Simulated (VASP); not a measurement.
Write the native input for VASP 6.6.1 that does the following.

```
Task                   : single point
Functional             : PBE
Potentials or basis    : VASP PAW PBE potentials, release 64 (Cu)
Cutoff                 : 520 eV
k mesh                 : 18 × 18 × 10
Occupations            : gaussian, width 0.1 eV
Spin                   : no spin polarisation
Dipole correction      : no
Further INCAR settings : ALGO = Normal; EDIFF = 1e-06; NBANDS = 18
```

The structure of Cu lies in POSCAR:

```
Cu
1.0
    2.4571361539      0.0000000000      0.0000000000
   -1.2285680770      2.1279423299      0.0000000000
    0.0000000000      0.0000000000      4.1110493487
Cu
2
Direct
    0.3333333300      0.6666666700      0.2500000000
    0.6666666700      0.3333333300      0.7500000000
```

This isn't the form of Cu at room conditions, which is fcc.

This cell differs from its parent crystal: strained.

One way to write it, as run:

INCAR

```
SYSTEM = Cu
PREC = Accurate
ENCUT = 520
EDIFF = 1E-6
ISMEAR = 0
SIGMA = 0.1
LREAL = .FALSE.
LASPH = .TRUE.
NELM = 80
ALGO = Normal
ISIF = 2
LWAVE = .FALSE.
LCHARG = .TRUE.
GGA = PE
LELF = .TRUE.
LVHAR = .TRUE.
NBANDS = 18
```

KPOINTS

```
Automatic mesh
0
G
  18 18 10
  0 0 0
```

Potentials or basis: VASP PAW PBE potentials, release 64 (Cu).

Command:

```bash
$ cat potpaw_PBE.64/Cu/POTCAR > POTCAR
$ mpirun -np 1 vasp_std > vasp.out
```

It gave:

```
Pressure               : 20.6 GPa
Band gap on the k mesh : zero (bands 11 and 12 overlap by 6.52 eV)
```

Caveat: the cell differs from its parent crystal (strained); the cell stands under pressure.

Run time: 89 s on 1 thread of Intel Xeon 8259CL (shared host), peak memory 0.18 GiB.
